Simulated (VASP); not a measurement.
Set up this calculation in VASP 6.6.1, as the native input.

```yaml
Task: single point
Functional: PBE
Potentials_or_basis: VASP PAW PBE potentials, release 64 (Zr_sv, Zn, N)
Cutoff: 520 eV
k_mesh: 6 × 6 × 6
Occupations: gaussian, width 0.1 eV
Spin: collinear spin, ferromagnetic start
Starting_moments: "[1.0, 0.0, 0.0] μB"
Dipole_correction: no
Further_INCAR_settings: ALGO = Normal; EDIFF = 1e-06; NBANDS = 26
```

The structure of ZrZnN lies in POSCAR:

```
ZrZnN
1.0
    3.6715562545      0.0000000000      0.0000000000
   -1.8357781272      3.1796609878      0.0000000000
    0.0000000000      0.0000000000      3.5176800717
Zr Zn N
1 1 1
Direct
    0.0000000000      0.0000000000      0.0000000000
    0.6666666667      0.3333333333      0.5000000000
    0.3333333333      0.6666666667      0.5000000000
```

The input as run:

INCAR

```
  ALGO = Normal
  EDIFF = 1E-6
  ENCUT = 520
  GGA = PE
  ISIF = 2
  ISMEAR = 0
  ISPIN = 2
  LASPH = T
  LCHARG = F
  LMAXMIX = 4
  LORBIT = 11
  LREAL = F
  LWAVE = F
  MAGMOM = 1 0 0
  NBANDS = 26
  NELM = 150
  PREC = Accurate
  SIGMA = 0.1
```

KPOINTS

```
k-points
0
Gamma
  6 6 6
```

Potentials or basis: VASP PAW PBE potentials, release 64 (Zr_sv, Zn, N).

Command:

```bash
$ cat potpaw_PBE.64/Zr_sv/POTCAR potpaw_PBE.64/Zn/POTCAR potpaw_PBE.64/N/POTCAR > POTCAR
$ mpirun -np 1 vasp_std > vasp.out
```

Results of the run:

```
Pressure                                              : 0.4 GPa
Net moment                                            : 0.00 μB per cell
Valence electrons inside the program's atomic spheres : Zr 9.71; Zn 11.05; N 3.53
```

Run time: 56 s on 1 thread of AMD EPYC 7R13 Processor (Zen 3), with other jobs on the host, peak memory 0.17 GiB.
